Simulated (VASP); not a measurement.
# HC16 (a cell with a defect) in VASP: a series of runs

Runs on HC16 (a cell with a defect). Level: PBE. Tasks: relaxation of the atoms.

Everything below comes from runs of VASP 6.6.1. Logs are shortened: lines on timing, memory, paths and dates and some standing lists are left out, and cuts for length are marked.

## 1. The cell of the first run

The cell holds a defect, 17 atoms: a = 5.049 Å, b = 5.049 Å, c = 5.049 Å, α = 60.00°, β = 60.00°, γ = 60.00°.

## 2. Relaxation of the atoms, PBE

INCAR reads:

```
PREC = Accurate ; ENCUT = 520
EDIFF = 1E-6 ; ISMEAR = 0
SIGMA = 0.05 ; LREAL = Auto
LASPH = T ; NELM = 60
ALGO = Normal ; ISIF = 2
LWAVE = F ; LCHARG = F
GGA = PE ; IBRION = 2
NSW = 80 ; EDIFFG = -0.03
NELECT = 64.0
```

KPOINTS reads:

```
Automatic mesh
0
Gamma
  3 3 3
```

POSCAR reads:

```
HC16
1.0
    0.0000000000      3.5700000000      3.5700000000
    3.5700000000      0.0000000000      3.5700000000
    3.5700000000      3.5700000000      0.0000000000
C H
16 1
Direct
    0.0000000000      0.0000000000      0.0000000000
    0.1250000000      0.1250000000      0.1250000000
    0.0000000000      0.0000000000      0.5000000000
    0.1250000000      0.1250000000      0.6250000000
    0.0000000000      0.5000000000      0.0000000000
    0.1250000000      0.6250000000      0.1250000000
    0.0000000000      0.5000000000      0.5000000000
    0.1250000000      0.6250000000      0.6250000000
    0.5000000000      0.0000000000      0.0000000000
    0.6250000000      0.1250000000      0.1250000000
    0.5000000000      0.0000000000      0.5000000000
    0.6250000000      0.1250000000      0.6250000000
    0.5000000000      0.5000000000      0.0000000000
    0.6250000000      0.6250000000      0.1250000000
    0.5000000000      0.5000000000      0.5000000000
    0.6250000000      0.6250000000      0.6250000000
    0.3796344000      0.3738943000      0.8759785000
```

Potentials or basis: VASP PAW PBE potentials, release 64 (C, H).

Started as:

```bash
$ cat potpaw_PBE.64/C/POTCAR potpaw_PBE.64/H/POTCAR > POTCAR
$ mpirun -np 1 vasp_std > vasp.out
```

OUTCAR:

```text
PREC = Accurate
   ENCUT = 520
   EDIFF = 1E-6
   ISMEAR = 0
   LREAL = Auto
   LASPH = T
   NELM = 60
   ISIF = 2
   GGA = PE
   IBRION = 2
   NSW = 80
   EDIFFG = -0.03
   NELECT = 64.0

 ion  position               nearest neighbor table
   1  0.000  0.000  0.000-   2 1.55   4 1.55   6 1.55  10 1.55
   2  0.125  0.125  0.125-   1 1.55   3 1.55   5 1.55   9 1.55
   3  0.000  0.000  0.500-   2 1.55   4 1.55   8 1.55  12 1.55
   4  0.125  0.125  0.625-   1 1.55   3 1.55   7 1.55  11 1.55
   5  0.000  0.500  0.000-   2 1.55   6 1.55   8 1.55  14 1.55
   6  0.125  0.625  0.125-   1 1.55   5 1.55   7 1.55  13 1.55
[... 8 lines left out ...]
  15  0.500  0.500  0.500-   8 1.55  12 1.55  14 1.55  16 1.55
  16  0.625  0.625  0.625-   7 1.55  11 1.55  13 1.55  15 1.55
  17  0.380  0.374  0.876-

  LATTYP: Found a face centered cubic cell.
 ALAT       =     7.1400000000

  Lattice vectors:

 A1 = (   0.0000000000,   3.5700000000,   3.5700000000)
 A2 = (   3.5700000000,   0.0000000000,   3.5700000000)
 A3 = (   3.5700000000,   3.5700000000,   0.0000000000)

Analysis of symmetry for initial positions (statically):
=====================================================================
 Subroutine PRICEL returns:
 Original cell was already a primitive cell.

 Routine SETGRP: Setting up the symmetry group for a
 face centered cubic supercell.

 Subroutine GETGRP returns: Found  1 space group operations
 (whereof  1 operations were pure point group operations)
 out of a pool of 48 trial point group operations.

The static configuration has the point symmetry C_1 .

Analysis of symmetry for dynamics (positions and initial velocities):
=====================================================================
 Subroutine PRICEL returns:
 Original cell was already a primitive cell.

 Routine SETGRP: Setting up the symmetry group for a
 face centered cubic supercell.

 Subroutine GETGRP returns: Found  1 space group operations
 (whereof  1 operations were pure point group operations)
 out of a pool of 48 trial point group operations.

The dynamic configuration has the point symmetry C_1 .

 Subroutine INISYM returns: Found  1 space group operations
 (whereof  1 operations are pure point group operations),
 and found     1 'primitive' translations

----------------------------------------------------------------------------------------

                                     Primitive cell

  volume of cell :      90.9986

  direct lattice vectors                    reciprocal lattice vectors
     0.000000000  3.570000000  3.570000000    -0.140056022  0.140056022  0.140056022
     3.570000000  0.000000000  3.570000000     0.140056022 -0.140056022  0.140056022
     3.570000000  3.570000000  0.000000000     0.140056022  0.140056022 -0.140056022

  length of vectors
     5.048742418  5.048742418  5.048742418     0.242584147  0.242584147  0.242584147

  position of ions in fractional coordinates (direct lattice)
     0.000000000  0.000000000  0.000000000
     0.125000000  0.125000000  0.125000000
     0.000000000  0.000000000  0.500000000
     0.125000000  0.125000000  0.625000000
     0.000000000  0.500000000  0.000000000
     0.125000000  0.625000000  0.125000000
[... 9 lines left out ...]
     0.625000000  0.625000000  0.625000000
     0.379634400  0.373894300  0.875978500

  ion indices of the primitive-cell ions
   primitive index   ion index
                 1           1
                 2           2
                 3           3
                 4           4
                 5           5
                 6           6
[... 9 lines left out ...]
                16          16
                17          17

----------------------------------------------------------------------------------------

 KPOINTS: Automatic mesh

Automatic generation of k-mesh.
 Grid dimensions read from file:
 generate k-points for:    3    3    3

 Generating k-lattice:

  Cartesian coordinates                     Fractional coordinates (reciprocal lattice)
    -0.046685341  0.046685341  0.046685341     0.333333333  0.000000000  0.000000000
     0.046685341 -0.046685341  0.046685341     0.000000000  0.333333333  0.000000000
     0.046685341  0.046685341 -0.046685341     0.000000000  0.000000000  0.333333333

  Length of vectors
     0.080861382  0.080861382  0.080861382

  Shift w.r.t. Gamma in fractional coordinates (k-lattice)
     0.000000000  0.000000000  0.000000000

 Subroutine IBZKPT returns following result:
 ===========================================

 Found     14 irreducible k-points:

 Following reciprocal coordinates:
            Coordinates               Weight
  0.000000  0.000000  0.000000      1.000000
  0.333333  0.000000  0.000000      2.000000
  0.000000  0.333333  0.000000      2.000000
  0.000000  0.000000  0.333333      2.000000
  0.333333  0.333333  0.333333      2.000000
  0.333333  0.333333  0.000000      2.000000
  0.000000  0.333333  0.333333      2.000000
  0.333333  0.000000  0.333333      2.000000
 -0.333333  0.333333  0.000000      2.000000
  0.000000 -0.333333  0.333333      2.000000
  0.333333  0.000000 -0.333333      2.000000
  0.333333  0.333333 -0.333333      2.000000
 -0.333333  0.333333 -0.333333      2.000000
  0.333333 -0.333333 -0.333333      2.000000
   k-points           NKPTS =     14   k-points in BZ     NKDIM =     14   number of bands    NBANDS=     41
   number of dos      NEDOS =    301   number of ions     NIONS =     17
   total plane-waves  NPLWV =  64000
   dimension x,y,z NGX =    40 NGY =   40 NGZ =   40
   dimension x,y,z NGXF=    80 NGYF=   80 NGZF=   80
   ions per type =              16   1
   NGX,Y,Z   is equivalent  to a cutoff of  13.17, 13.17, 13.17 a.u.
   NGXF,Y,Z  is equivalent  to a cutoff of  26.34, 26.34, 26.34 a.u.
 SYSTEM =  unknown system
   PREC   = accura    normal or accurate (medium, high low for compatibility)
   ISTART =      0    job   : 0-new  1-cont  2-samecut
   ICHARG =      2    charge: 1-file 2-atom 10-const
   ISPIN  =      1    spin polarized calculation?
   LNONCOLLINEAR =      F non collinear calculations
   LSORBIT =      F    spin-orbit coupling
   LASPH  =      T    aspherical Exc in radial PAW
   ENCUT  =  520.0 eV  38.22 Ry    6.18 a.u.   9.39  9.39  9.39*2*pi/ulx,y,z
   NELM   =     60;   NELMIN=  2; NELMDL= -5     # of ELM steps
   EDIFF  = 0.1E-05   stopping-criterion for ELM
   LREAL  =      T    real-space projection
   EDIFFG = -.3E-01   stopping-criterion for IOM
   NSW    =     80    number of steps for IOM
   IBRION =      2    ionic relax: 0-MD 1-quasi-New 2-CG
   NFREE  =      1    steps in history (QN), initial steepest desc. (CG)
   ISIF   =      2    stress and relaxation
   ISYM   =      2    0-nonsym 1-usesym 2-fastsym
   POTIM  = 0.5000    time-step for ionic-motion
   TEBEG  =    0.0;   TEEND  =   0.0 temperature during run
   PSTRESS=    0.0 pullay stress
   NELECT =      64.0000    total number of electrons
   NUPDOWN=      -1.0000    fix difference up-down
   EMIN   =  10.00;   EMAX   =-10.00  energy-range for DOS
   EFERMI =   0.00;   METHOD = LEGACY
   ISMEAR =     0;   SIGMA  =   0.05  broadening in eV -4-tet -1-fermi 0-gaus
   EFERMI_NEDOS =   21; number of points for ismear=-14 and -15
   IALGO  =     38    algorithm
   IMIX   =      4    mixing-type and parameters
     AMIX     =   0.40;   BMIX     =  1.00
     AMIX_MAG =   1.60;   BMIX_MAG =  1.00
  volume/ion in A,a.u.               =       5.35        36.12
  Fermi-wavevector in a.u.,A,eV,Ry     =   1.455872  2.751200 28.838420  2.119564
  Thomas-Fermi vector in A             =   2.572856
   LORBIT       =      0    0 simple, 1 ext, 2 COOP (PROOUT), +10 PAW based schemes
   GGA     = PE    functional components
   LHFCALC =     F    Hartree Fock is set to
   AEXX    =    0.0000 exact exchange contribution
   IVDW    =     0    specifies the selected vdW correction
   LEPSILON=     F    determine dielectric tensor
   LRPA    =     F    only Hartree local field effects (RPA)
 conjugate gradient relaxation of ions
 non-spin polarized calculation
 Gauss-broadening in eV      SIGMA  =   0.05
  energy-cutoff  :      520.00
  volume of cell :       91.00
 maximum number of plane-waves:      2453
 NGX is ok and might be reduce to    40
   NGX = 19   NGY = 19   NGZ = 19

--------------------------------------- Ionic step        1  -------------------------------------------

 number of electron      63.9999994 magnetization

 Free energy of the ion-electron system (eV)
  ---------------------------------------------------
  ext. energy  EPLUGINS =         0.00000000
  ---------------------------------------------------
  free energy    TOTEN  =      -154.29983840 eV

  energy without entropy =     -154.29672502  energy(sigma->0) =     -154.29828171

------------------------ aborting loop because EDIFF is reached ----------------------------------------

  FORCE on cell =-STRESS in cart. coord.  units (eV):
  Direction    XX          YY          ZZ          XY          YZ          ZX
  --------------------------------------------------------------------------------------
  -------------------------------------------------------------------------------------
  Total       -7.8390438     -7.8502398     -7.8434727      0.0202773     -0.0046724      0.0322510
  in kB     -138.0190489   -138.2161724   -138.0970274      0.3570142     -0.0822659      0.5678311
  external PRESSURE =    -138.1107496 kB  Pullay stress =       0.0000000 kB
[... 134 lines left out ...]
  FREE ENERGIE OF THE ION-ELECTRON SYSTEM (eV)
  ---------------------------------------------------
  free  energy   TOTEN  =      -154.4025042567 eV

  energy  without entropy=     -154.4011139187  energy(sigma->0) =     -154.40180909

 E-fermi :   9.9287     XC(G=0): -13.2680

 val. band max:        9.8743981697   @ k =   0.0000   0.0000   0.0000
 cond. band min:       9.9815729244   @ k =   0.0000   0.0000   0.0000
 fundamental gap:      0.1071747547
 Fermi energy:         9.9287197973

 k-point     1 :       0.0000    0.0000    0.0000
  band No.  band energies     occupation
      1     -11.8685      2.00000
      2      -6.1587      2.00000
      3      -5.9147      2.00000
      4      -5.8994      2.00000
      5      -5.8713      2.00000
      6      -4.9820      2.00000
[... 605 lines left out ...]
     40      18.4047      0.00000
     41      18.6307      0.00000

[... ionic steps 4 to 47 ...]

--------------------------------------- Ionic step       48  -------------------------------------------

 number of electron      64.0000000 magnetization

------------------------ aborting loop because EDIFF is reached ----------------------------------------
[... 97 lines left out ...]
--------------------------------------- Ionic step       50  -------------------------------------------

 number of electron      64.0000000 magnetization

 Free energy of the ion-electron system (eV)
  ---------------------------------------------------
  ext. energy  EPLUGINS =         0.00000000
  ---------------------------------------------------
  free energy    TOTEN  =      -155.22692035 eV

  energy without entropy =     -155.22692035  energy(sigma->0) =     -155.22692035

 E-fermi :  10.1683     XC(G=0): -13.2424

 val. band max:        9.8923017672   @ k =   0.0000   0.0000   0.0000
 cond. band min:      12.5407159558   @ k =   0.0000   0.0000   0.0000
 fundamental gap:      2.6484141886
 Fermi energy:        10.1683440263

 k-point     1 :       0.0000    0.0000    0.0000
  band No.  band energies     occupation
      1     -11.9898      2.00000
      2      -6.9414      2.00000
      3      -6.0112      2.00000
      4      -5.9355      2.00000
      5      -5.8807      2.00000
      6      -4.7881      2.00000
[... 649 lines left out ...]
  FREE ENERGIE OF THE ION-ELECTRON SYSTEM (eV)
  ---------------------------------------------------
  free  energy   TOTEN  =      -155.2269203474 eV

  energy  without entropy=     -155.2269203474  energy(sigma->0) =     -155.22692035

 reached required accuracy - stopping structural energy minimisation
```

Run time: 26 min. Hardware: 1 thread of Intel Xeon Platinum 8488C (Sapphire Rapids), shared host; peak memory 0.27 GiB.

Results:

```
Free energy                  : -155.2269 eV
Energy gained by relaxing    : 54.5 meV/atom
Ionic steps                  : 50
Largest force after relaxing : 0.026 eV/Å
```

Forces on the atoms (eV/Å):
```
C   -0.009 -0.001  0.003
C   -0.009  0.004 -0.022
C   -0.004  0.012 -0.007
C    0.018 -0.009  0.002
C   -0.011  0.022 -0.008
C    0.008 -0.002  0.004
C    0.013 -0.007  0.010
C   -0.001 -0.004 -0.009
C    0.007 -0.009  0.011
C   -0.012 -0.008 -0.006
C    0.007  0.001  0.001
C   -0.010 -0.003  0.002
C    0.008 -0.017  0.002
C    0.007  0.009  0.004
C   -0.010  0.007 -0.007
C   -0.001  0.001 -0.005
H    0.000  0.004  0.025
```

The path:
```tsv
step	energy change (eV)	largest force (eV/Å)	pressure (GPa)
1	0.0000	1.2568	-13.81
3	-0.1027	0.1997	-14.46
5	-0.1048	0.1662	-14.45
7	-0.1113	0.3372	-14.42
9	-0.1575	0.9716	-14.06
11	-0.1977	1.6562	-13.28
13	-0.1986	1.7609	-13.14
15	-0.1988	1.7650	-13.13
17	-0.1994	1.7814	-13.10
19	-0.2013	1.8489	-13.01
21	-0.2042	1.9361	-12.86
23	-0.2186	1.9293	-12.85
25	-0.2747	1.9562	-12.76
27	-0.4659	2.3028	-12.25
29	-0.6856	2.3697	-11.42
31	-0.8203	1.1295	-11.64
33	-0.8721	0.6408	-11.52
35	-0.8764	0.6372	-11.43
37	-0.9058	0.3820	-11.19
39	-0.9173	0.2363	-11.03
41	-0.9222	0.1738	-10.86
43	-0.9245	0.0925	-10.69
45	-0.9256	0.1026	-10.58
47	-0.9264	0.0765	-10.46
49	-0.9268	0.0571	-10.37
50	-0.9271	0.0261	-10.31
```

Final structure:
```
CELL_PARAMETERS angstrom
0.00000 3.57000 3.57000
3.57000 0.00000 3.57000
3.57000 3.57000 0.00000
ATOMIC_POSITIONS crystal
C 0.99241 0.00269 0.99753
C 0.11569 0.12623 0.12460
C 0.98966 0.00335 0.49776
C 0.11065 0.13183 0.62210
C 0.99404 0.50101 0.99597
C 0.11183 0.63090 0.12400
C 0.98902 0.50636 0.49793
C 0.11502 0.62939 0.62212
C 0.49009 0.99103 0.99905
C 0.62695 0.09929 0.13476
C 0.48406 0.01015 0.49814
C 0.61612 0.12775 0.62113
C 0.47846 0.53330 0.99121
C 0.62083 0.62159 0.12419
C 0.48859 0.50454 0.49675
C 0.61476 0.64027 0.61282
H 0.54147 0.31420 0.91592
```

Caveat: the k points lie up to 0.51 Å⁻¹ apart; the cell carries a net charge on a neutralising background, which shifts energy and pressure; the cell is charged against a uniform background, so pressure and absolute levels hang on convention.

## 3. Relaxation of the atoms, PBE

INCAR reads:

```
PREC     = Accurate       # precision mode
ENCUT    = 520            # plane-wave cutoff, eV
EDIFF    = 1E-7           # SCF threshold, eV
ISMEAR   = 0              # smearing method
SIGMA    = 0.05           # smearing width, eV
LREAL    = Auto         
LASPH    = T              # aspherical terms in the spheres
NELM     = 100            # most SCF steps
ALGO     = Normal         # electronic algorithm
ISIF     = 2              # what is computed and relaxed
LWAVE    = F              # write WAVECAR
LCHARG   = F              # write CHGCAR
GGA      = PE             # functional
IBRION   = 2              # ionic algorithm
NSW      = 80             # ionic steps
EDIFFG   = -0.03          # ionic threshold
NELECT   = 64.0
```

KPOINTS is that of step 2.

Edit POSCAR of step 2 so:

```diff
@@ -24,2 +24,2 @@
     0.6250000000      0.6250000000      0.6250000000
-    0.3796344000      0.3738943000      0.8759785000
+    0.2624906600      0.2461690000      0.7404874100
```

Potentials or basis: VASP PAW PBE potentials, release 64 (C, H).

Started as:

```bash
$ cat potpaw_PBE.64/C/POTCAR potpaw_PBE.64/H/POTCAR > POTCAR
$ mpirun -np 1 vasp_std > vasp.out
```

Run time: 34 min. Hardware: 1 thread of Intel Xeon Platinum 8488C (Sapphire Rapids), shared host; peak memory 0.26 GiB.

The run converged. Its results:

```yaml
Free_energy: -155.2276 eV
Energy_gained_by_relaxing: 54.2 meV/atom
Ionic_steps: 57
Largest_force_after_relaxing: 0.020 eV/Å
```

Forces in eV/Å, atoms in the order of the input:
```
C   -0.001  0.001 -0.007
C   -0.005 -0.002 -0.006
C    0.003  0.007  0.003
C   -0.005  0.008  0.009
C   -0.009  0.003 -0.008
C   -0.008 -0.005  0.003
C   -0.003 -0.006  0.001
C   -0.002 -0.002  0.000
C    0.000  0.003  0.004
C    0.001 -0.008  0.001
C    0.006 -0.010 -0.004
C    0.008  0.001  0.002
C    0.009  0.001 -0.001
C    0.000  0.000  0.003
C   -0.003  0.005 -0.003
C   -0.006 -0.001 -0.005
H    0.017  0.007  0.008
```

Step by step:
```csv
step,energy change (eV),largest force (eV/Å),pressure (GPa)
1,0.0000,1.3113,-13.81
3,-0.1058,0.3632,-14.47
5,-0.1113,0.4298,-14.42
7,-0.1485,0.7687,-14.32
9,-0.3945,1.4890,-12.67
11,-0.3987,1.5713,-12.42
13,-0.4030,1.6744,-12.33
15,-0.4110,2.2291,-11.86
17,-0.4382,2.1294,-11.86
19,-0.5359,1.6984,-11.76
21,-0.6104,1.8622,-11.22
23,-0.7235,1.3495,-11.16
25,-0.7609,1.9630,-10.87
27,-0.8590,1.0824,-10.41
29,-0.8984,0.3607,-10.35
31,-0.9114,0.2556,-10.32
33,-0.9164,0.1682,-10.25
35,-0.9180,0.0708,-10.23
37,-0.9182,0.0531,-10.21
39,-0.9184,0.0478,-10.20
41,-0.9187,0.0533,-10.19
43,-0.9190,0.0538,-10.18
45,-0.9193,0.0617,-10.18
47,-0.9197,0.0703,-10.18
49,-0.9200,0.1146,-10.20
51,-0.9207,0.1317,-10.27
53,-0.9211,0.0706,-10.25
55,-0.9213,0.0381,-10.26
57,-0.9214,0.0197,-10.26
```

Final structure:
```xyz
17
Lattice="0.0000 3.5700 3.5700 3.5700 0.0000 3.5700 3.5700 3.5700 0.0000" Properties=species:S:1:pos:R:3 pbc="T T T"
C     3.6032    3.5742    7.1091
C     0.9269    0.8821    0.8725
C     1.8029    5.3415    3.5421
C     2.7153    2.6457    0.8252
C     1.8304    3.5770    5.3333
C     2.7215    0.8984    2.6506
C     3.6150    5.3535    5.3319
C     4.5152    2.6834    2.6516
C     0.0490    1.8018    1.7562
C     0.9255    2.6788    2.6571
C     5.3135    3.5128    5.2663
C     2.7851    4.5536    2.7170
C     1.8455    1.8016    3.5411
C     2.7239    2.6948    4.4446
C     3.6523    3.5827    3.5882
C     4.5264    4.4953    4.4413
H     2.8107    3.4837    2.2078
```

Levels at points of the mesh, in eV from the Fermi level:
| k point | band 29 | band 30 | band 31 | band 32 | band 33 | band 34 | band 35 | band 36 |
| --- | --- | --- | --- | --- | --- | --- | --- | --- |
| (0.00, 0.00, 0.00) | -2.88 | -0.56 | -0.42 | -0.27 | 2.35 | 3.05 | 4.01 | 4.23 |

Caveat: the k points lie up to 0.51 Å⁻¹ apart; the cell carries a net charge on a neutralising background, which shifts energy and pressure; the cell is charged against a uniform background, so pressure and absolute levels hang on convention.
